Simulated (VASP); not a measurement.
# Al2Cu in VASP: notebook, part 2 of 2

VASP 6.6.1.

### Step 4. Relaxation of cell and atoms, PBEsol

This run uses another cell than the first one, of 16.21 Å³/atom.

File INCAR:

```
PREC = Accurate
ENCUT = 600
EDIFF = 1E-7
ISMEAR = 0
SIGMA = 0.15
LREAL = False
LASPH = True
NELM = 120
ALGO = Normal
ISIF = 3
LWAVE = False
LCHARG = False
GGA = PS
IBRION = 2
NSW = 100
EDIFFG = -0.01
GGA_COMPAT = False
NELMIN = 4
```

File KPOINTS:

```
regular mesh
0
Gamma
  8 8 12
```

File POSCAR:

```
Al2Cu
1.0
    4.1059891128      0.0106838924      0.0263988388
    0.0106838924      4.1688832905     -0.0153488200
    0.0183982242     -0.0106971005      2.8406069316
Al Cu
2 1
Direct
    0.5003178163     -0.0048782686      0.5037661623
    0.0010306250      0.4997589399      0.4968213964
   -0.0013484413      0.0051193287     -0.0005875587
```

Potentials or basis: VASP PAW PBE potentials, release 64 (Al, Cu).

Command:

```
> cat potpaw_PBE.64/Al/POTCAR potpaw_PBE.64/Cu/POTCAR > POTCAR
> mpirun -np 1 vasp_std > vasp.out
```

OUTCAR:

```text
PREC = Accurate
   ENCUT = 600
   EDIFF = 1E-7
   ISMEAR = 0
   LREAL = False
   LASPH = True
   NELM = 120
   ISIF = 3
   GGA = PS
   IBRION = 2
   NSW = 100
   EDIFFG = -0.01
   NELMIN = 4

 ion  position               nearest neighbor table
   1  0.500  0.995  0.504-   3 2.48   3 2.48   3 2.50   3 2.52   2 2.91   2 2.92   2 2.93   2 2.95

   2  0.001  0.500  0.497-   3 2.49   3 2.52   3 2.54   3 2.55   1 2.91   1 2.92   1 2.93   1 2.95

   3  0.999  0.005  0.999-   1 2.48   1 2.48   2 2.49   1 2.50   2 2.52   1 2.52   2 2.54   2 2.55

  LATTYP: Found a triclinic cell.
 ALAT       =     2.8406866533
 B/A-ratio  =     1.7820188453
 C/A-ratio  =     1.4454561084
 COS(alpha) =     0.0030027762
 COS(beta)  =     0.0128957425
 COS(gamma) =     0.5672807891

  Lattice vectors:

 A1 = (   0.0183982242,  -0.0106971005,   2.8406069316)
 A2 = (   0.0077143318,  -4.1795803910,   2.8559557516)
 A3 = (   4.1059891128,   0.0106838924,   0.0263988388)

Analysis of symmetry for initial positions (statically):
=====================================================================
 Subroutine PRICEL returns:
 Original cell was already a primitive cell.

[... 285 lines left out ...]

 number of electron      16.9999995 magnetization

------------------------ aborting loop because EDIFF is reached ----------------------------------------
[... 69 lines left out ...]
--------------------------------------- Ionic step       11  -------------------------------------------

 number of electron      16.9999996 magnetization

 Free energy of the ion-electron system (eV)
  ---------------------------------------------------
  ext. energy  EPLUGINS =         0.00000000
  ---------------------------------------------------
  free energy    TOTEN  =       -12.57544884 eV

  energy without entropy =      -12.56885980  energy(sigma->0) =      -12.57215432

 E-fermi :   7.2998     XC(G=0): -10.5753

 val. band max:        7.2612671452   @ k =   0.5000   0.1250   0.0833
 cond. band min:       7.3356039192   @ k =   0.5000   0.5000   0.5000
 fundamental gap:      0.0743367740
 Fermi energy:         7.2997800650

 k-point     1 :       0.0000    0.0000    0.0000
  band No.  band energies     occupation
      1      -3.3891      2.00000
      2       1.7495      2.00000
      3       2.2688      2.00000
      4       2.9533      2.00000
      5       3.1859      2.00000
      6       3.1865      2.00000
      7       4.7955      2.00000
      8       4.8005      2.00000
      9       7.1479      1.84791
     10       8.0880      0.00000
     11      13.3691      0.00000
     12      13.3797      0.00000
[... 331 lines left out ...]
 k-point    24 :       0.2500    0.3750   -0.0000
  band No.  band energies     occupation
      1      -1.7528      2.00000
      2       0.5626      2.00000
      3       1.8564      2.00000
      4       2.5286      2.00000
      5       2.9660      2.00000
      6       3.1651      2.00000
      7       3.1773      2.00000
      8       3.7226      2.00000
      9       6.3277      2.00000
     10      11.7793      0.00000
     11      13.6710      0.00000
     12      14.2133      0.00000

 [... further k-points ...]
[... 5 lines left out ...]
  --------------------------------------------------------------------------------------
  -------------------------------------------------------------------------------------
  Total       -0.0090359      0.0073995      0.0064451      0.0046532     -0.0000812      0.0022638
  in kB       -0.3036905      0.2486914      0.2166136      0.1563915     -0.0027303      0.0760847
  external PRESSURE =       0.0538715 kB  Pullay stress =       0.0000000 kB
[... 18 lines left out ...]
  FREE ENERGIE OF THE ION-ELECTRON SYSTEM (eV)
  ---------------------------------------------------
  free  energy   TOTEN  =       -12.5754488429 eV

  energy  without entropy=      -12.5688597961  energy(sigma->0) =      -12.57215432

 reached required accuracy - stopping structural energy minimisation
```

OSZICAR:

```text
N       E                     dE             d eps       ncg     rms          rms(c)
DAV:   1     0.733440045830E+02    0.73344E+02   -0.77611E+03  9316   0.166E+03
[... 99 lines left out ...]
DAV:   1    -0.125762304779E+02   -0.86424E-03   -0.37739E-02 14720   0.341E+00    0.223E-01
DAV:   2    -0.125761413785E+02    0.89099E-04   -0.94456E-03 11936   0.380E+00    0.171E-01
DAV:   3    -0.125754912795E+02    0.65010E-03   -0.30254E-03 11748   0.219E+00    0.497E-02
DAV:   4    -0.125754514365E+02    0.39843E-04   -0.11763E-04 13584   0.200E-01    0.128E-02
DAV:   5    -0.125754490529E+02    0.23836E-05   -0.14212E-05 13912   0.117E-01    0.336E-03
DAV:   6    -0.125754488187E+02    0.23421E-06   -0.13609E-06 12444   0.338E-02    0.115E-03
DAV:   7    -0.125754488429E+02   -0.24263E-07   -0.22316E-08  5844   0.418E-03
  11 F= -.12575449E+02 E0= -.12572154E+02  d E =-.826187E-04
```

CONTCAR:

```text
Al2Cu
   1.00000000000000
     4.0976822667308408   -0.0006535055002669   -0.0003973100842864
    -0.0005982857565550    4.0963164815774258    0.0000544333731892
    -0.0001569197998416    0.0000100962597267    2.8400136805352743
  Al              Cu
     2     1
Direct
     0.4999814848393889    0.9997501731945336    0.4997234409281225
     0.0000686618925218    0.5000617324023631    0.5001844080229416
     0.9999498532680819    0.0001880944030962    0.0000921510489429

  0.00000000E+00  0.00000000E+00  0.00000000E+00
  0.00000000E+00  0.00000000E+00  0.00000000E+00
  0.00000000E+00  0.00000000E+00  0.00000000E+00
```

Wall time 22 min (1 thread of Oxide Virtual Turin-like, shared host); peak memory 0.4 GiB.

Results:

| Property | Result |
| --- | --- |
| Free energy | -12.5754 eV |
| Relaxed volume | 15.89 Å³/atom |
| Relaxed cell | a = 4.098 Å, b = 4.096 Å, c = 2.840 Å, α = 90.00°, β = 90.01°, γ = 90.02° |
| Space group after relaxing (to 0.1 Å) | P4/mmm (No. 123) |
| Energy gained by relaxing | 4.5 meV/atom |
| Ionic steps | 11 |
| Pressure after relaxing | 0.0 GPa |
| Largest force after relaxing | 0.004 eV/Å |
| Band gap on the k mesh | zero (an odd number of electrons rules out a gap without spin polarisation) |

Forces in eV/Å, atoms in the order of the input:
```
Al   0.000  0.002  0.003
Al  -0.001  0.001 -0.001
Cu   0.001 -0.003 -0.002
```

The path:
```tsv
step	energy change (eV)	largest force (eV/Å)	pressure (GPa)	volume (Å³)
1	0.0000	0.1334	-1.73	48.62
2	-0.0108	0.0729	0.60	47.40
3	-0.0108	0.0755	0.53	47.44
4	-0.0127	0.0510	0.11	47.62
5	-0.0127	0.0510	0.01	47.66
6	-0.0130	0.0418	-0.01	47.69
7	-0.0132	0.0209	-0.16	47.74
8	-0.0132	0.0244	-0.13	47.73
9	-0.0134	0.0161	0.03	47.66
10	-0.0134	0.0133	0.14	47.60
11	-0.0135	0.0042	0.01	47.67
```

Final structure:
```yaml
crystal:
  lattice:
    - [4.09768, -0.00065, -0.00040]
    - [-0.00060, 4.09632, 0.00005]
    - [-0.00016, 0.00001, 2.84001]
  atoms:
    - { symbol: Al, position: [0.49998, 0.99975, 0.49972] }
    - { symbol: Al, position: [0.00007, 0.50006, 0.50018] }
    - { symbol: Cu, position: [0.99995, 0.00019, 0.00009] }
```

Caveat: the highest band is partly filled, so the run has too few bands; the PAW data sets were made with another functional, which shifts forces and pressure a little.

### Step 5. Overview

```csv
task,cell,gap on the mesh (eV),pressure (GPa)
single point,"a = 4.093, b = 4.093, c = 2.838 Å, 3 atoms, atomic positions A",none,0.2
single point,"a = 4.106, b = 4.169, c = 2.841 Å, angles 90.4, 89.3, 89.7°, 3 atoms, atomic positions B",none,-1.7
relaxation of cell and atoms,"relaxed from a = 4.106, b = 4.169, c = 2.841 Å, angles 90.4, 89.3, 89.7°, 3 atoms, atomic positions B",none,0.0
```

Alike in all rows: level PBEsol; potentials or basis VASP PAW PBE potentials, release 64 (Al, Cu); no spin polarisation; k mesh 8 × 8 × 12; cutoff (eV) 600; smearing gaussian 0.15 eV.

Caveats: the PAW data sets were made with another functional, which shifts forces and pressure a little; the highest band is partly filled, so the run has too few bands (at least some runs).

Total energies depend on the potentials used, so only differences within one code and one set of settings carry meaning.

The gap in the log of VASP goes by the Fermi energy; the results here count the filled bands.